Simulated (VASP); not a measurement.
# As (P6_3/mmc) in VASP: further runs, part 2 of 2

VASP 6.6.1. The steps go on from the part before.

## Step 3: Single point, PBEsol

Input file INCAR:

```
ALGO     = Normal         # electronic algorithm
EDIFF    = 1E-6           # SCF threshold, eV
ENCUT    = 510            # plane-wave cutoff, eV
GGA      = PS             # functional
GGA_COMPAT= F            
ISIF     = 2              # what is computed and relaxed
ISMEAR   = -1             # smearing method
LASPH    = T              # aspherical terms in the spheres
LCHARG   = T              # write CHGCAR
LELF     = T              # ELF
LREAL    = F              # projectors in reciprocal space
LVHAR    = T            
LWAVE    = F              # write WAVECAR
NBANDS   = 22             # bands
NELM     = 120            # most SCF steps
PREC     = Accurate       # precision mode
SIGMA    = 0.08           # smearing width, eV
```

Input file KPOINTS:

```
k-points
0
Gamma
  14 14 8
```

Input file POSCAR:

```
As
1.0
    2.2782304875      0.0000000000      0.0000000000
   -1.1391152438      1.9730054779      0.0000000000
    0.0000000000      0.0000000000      3.5207501021
As
2
Direct
    0.3333333333      0.6666666667      0.2500000000
    0.6666666667      0.3333333333      0.7500000000
```

Potentials or basis: VASP PAW PBE potentials, release 64 (As_d).

Run with:

```console
$ cat potpaw_PBE.64/As_d/POTCAR > POTCAR
$ mpirun -np 1 vasp_std > vasp.out
```

OUTCAR:

```text
EDIFF = 1E-6
   ENCUT = 510
   GGA = PS
   ISIF = 2
   ISMEAR = -1
   LASPH = T
   LREAL = F
   NELM = 120
   PREC = Accurate

 ion  position               nearest neighbor table
   1  0.333  0.667  0.250-   2 2.20   2 2.20   2 2.20   2 2.20   2 2.20   2 2.20
   2  0.667  0.333  0.750-   1 2.20   1 2.20   1 2.20   1 2.20   1 2.20   1 2.20

  LATTYP: Found a hexagonal cell.
 ALAT       =     2.2782304875
 C/A-ratio  =     1.5453880200

  Lattice vectors:

[... 190 lines left out ...]
      2     -21.1190      2.00000
      3     -21.1190      2.00000
      4     -21.1182      2.00000
      5     -21.0509      2.00000
      6     -21.0509      2.00000
[... 589 lines left out ...]
     21      42.9479      0.00000
     22      43.3642      0.00000

 [... further k-points ...]
[... 5 lines left out ...]
  --------------------------------------------------------------------------------------
  -------------------------------------------------------------------------------------
  Total       46.5357248     46.5357248     46.4736779     -0.0000000      0.0000000      0.0000000
  in kB     4711.2474306   4711.2474308   4704.9658469     -0.0000001      0.0000000      0.0000000
  external PRESSURE =    4709.1535694 kB  Pullay stress =       0.0000000 kB

 VOLUME and BASIS-vectors are now :
 -----------------------------------------------------------------------------
  energy-cutoff  :      510.00
  volume of cell :       15.83
      direct lattice vectors                 reciprocal lattice vectors
     2.278230488  0.000000000  0.000000000     0.438937151  0.253420482  0.000000000
    -1.139115244  1.973005478  0.000000000     0.000000000  0.506840965  0.000000000
     0.000000000  0.000000000  3.520750102     0.000000000  0.000000000  0.284030383

 POSITION                                       TOTAL-FORCE (eV/Angst)
 -----------------------------------------------------------------------------------
     -0.00000      1.31534      0.88019        -0.000000     -0.000000      0.000000
      1.13912      0.65767      2.64056         0.000000      0.000000      0.000000
 -----------------------------------------------------------------------------------
    total drift:                                0.000000     -0.000000      0.000000

  FREE ENERGIE OF THE ION-ELECTRON SYSTEM (eV)
  ---------------------------------------------------
  free  energy   TOTEN  =         5.1583050975 eV

  energy  without entropy=        5.1703301464  energy(sigma->0) =        5.16431762
```

OSZICAR:

```text
N       E                     dE             d eps       ncg     rms          rms(c)
DAV:   1     0.155463159738E+03    0.15546E+03   -0.10280E+04  7396   0.674E+03
DAV:   2     0.179796862923E+02   -0.13748E+03   -0.13008E+03  5418   0.690E+02
DAV:   3     0.461689544424E+01   -0.13363E+02   -0.13122E+02  5666   0.113E+02
DAV:   4     0.438895427184E+01   -0.22794E+00   -0.22761E+00  6140   0.176E+01
DAV:   5     0.438781057505E+01   -0.11437E-02   -0.11437E-02  5762   0.133E+00    0.171E+01
DAV:   6     0.491579591116E+01    0.52799E+00   -0.11620E-01  7332   0.768E+00    0.975E+00
DAV:   7     0.515871659493E+01    0.24292E+00   -0.20963E-01  7044   0.813E+00    0.347E-01
DAV:   8     0.515841909806E+01   -0.29750E-03   -0.40853E-03  8048   0.160E+00    0.170E-01
DAV:   9     0.515830022179E+01   -0.11888E-03   -0.14712E-04  8192   0.362E-01    0.496E-02
DAV:  10     0.515830549070E+01    0.52689E-05   -0.44676E-05  6396   0.300E-01    0.702E-03
DAV:  11     0.515830509747E+01   -0.39323E-06   -0.24360E-06  4656   0.184E-02
   1 F= 0.51583051E+01 E0= 0.51643176E+01  d E =-.120250E-01
```

Wall time 34 s (1 thread of Intel Xeon Platinum 8259CL at 2.50GHz (Skylake/Cascade Lake), shared host); peak memory 0.14 GiB.

What came out:

- Free energy: 5.1583 eV
- Pressure: 470.9 GPa
- Band gap on the k mesh: zero (bands 15 and 16 overlap by 20.32 eV)

Levels at points of the mesh, in eV from the Fermi level:
```
           k point  band 12  band 13  band 14  band 15  band 16  band 17  band 18  band 19
(0.00, 0.00, 0.00)   -15.81   -13.79     8.70     8.70    11.76    11.76    13.49    15.10
(0.50, 0.00, 0.00)   -17.32    -6.87    -5.54    -3.67    -3.48    -0.44     5.49    11.03
(0.00, 0.00, 0.50)   -24.46     0.54     0.54    11.58    11.58    11.58    11.58    14.52
(0.50, 0.00, 0.50)   -15.31   -13.18   -13.18     3.06     3.06     6.95     6.95     8.22
```

Caveat: the cell stands under pressure; the PAW data sets were made with another functional, which shifts forces and pressure a little.

## Step 4: Relaxation of shape and atoms at fixed volume, PBEsol

This run uses another cell than the first one, of 9.20 Å³/atom.

Input file INCAR:

```
SYSTEM = As
PREC = Accurate ; ENCUT = 510
EDIFF = 1E-7 ; ISMEAR = -1
SIGMA = 0.08 ; LREAL = .False.
LASPH = .True. ; NELM = 120
ALGO = Normal ; ISIF = 4
LWAVE = .False. ; LCHARG = .False.
GGA = PS ; IBRION = 2
NSW = 50 ; EDIFFG = -0.005
GGA_COMPAT = .False. ; NELMIN = 4
```

Input file KPOINTS:

```
regular mesh
0
Gamma
  14 14 8
  0 0 0
```

Input file POSCAR:

```
As
1.0
    2.3396594136      0.0000000000      0.0000000000
   -1.1698297068      2.0262044884      0.0000000000
    0.0000000000      0.0000000000      3.8817430600
As
2
Direct
    0.3333333333      0.6666666667      0.2500000000
    0.6666666667      0.3333333333      0.7500000000
```

Run with:

```console
$ cat potpaw_PBE.64/As_d/POTCAR > POTCAR
$ mpirun -np 1 vasp_std > vasp.out
```

It took 66 s on 1 thread of Intel Xeon 6975P-C (Granite Rapids), shared host; peak memory 0.15 GiB.

Results (log left out):

- Free energy: -0.7135 eV
- Energy gained by relaxing: 10.6 meV/atom
- Ionic steps: 6
- Pressure after relaxing: 278.2 GPa
- Band gap on the k mesh: zero (bands 15 and 16 overlap by 17.65 eV)

Stress tensor (GPa, compression positive):
```
278.19   0.00   0.00
  0.00 278.19   0.00
  0.00   0.00 278.30
```

Step by step:
```tsv
step	energy change (eV)	largest force (eV/Å)	pressure (GPa)	volume (Å³)
1	0.0000	0.0000	278.95	18.40
2	-0.0136	0.0000	278.35	18.40
3	-0.0165	0.0000	278.28	18.40
4	-0.0210	0.0000	278.19	18.40
5	-0.0211	0.0000	278.20	18.40
6	-0.0211	0.0000	278.23	18.40
```

Final structure:
```xyz
2
Lattice="2.4010 0.0000 0.0000 -1.2005 2.0793 0.0000 0.0000 0.0000 3.6860" Properties=species:S:1:pos:R:3 pbc="T T T"
As    0.0000    1.3862    0.9215
As    1.2005    0.6931    2.7645
```

Levels at points of the mesh, in eV from the Fermi level:
```
           k point  band 13  band 14  band 15  band 16  band 17  band 18
(0.00, 0.00, 0.00)   -12.70     7.40     7.40    10.57    10.57    13.39
(0.50, 0.00, 0.00)    -5.91    -4.87    -3.86    -2.64    -0.35     4.89
(0.00, 0.00, 0.50)     0.77     0.77     9.87     9.87     9.87     9.87
(0.50, 0.00, 0.50)   -12.10   -12.10     2.73     2.73     6.16     6.16
```

Caveat: the PAW data sets were made with another functional, which shifts forces and pressure a little.
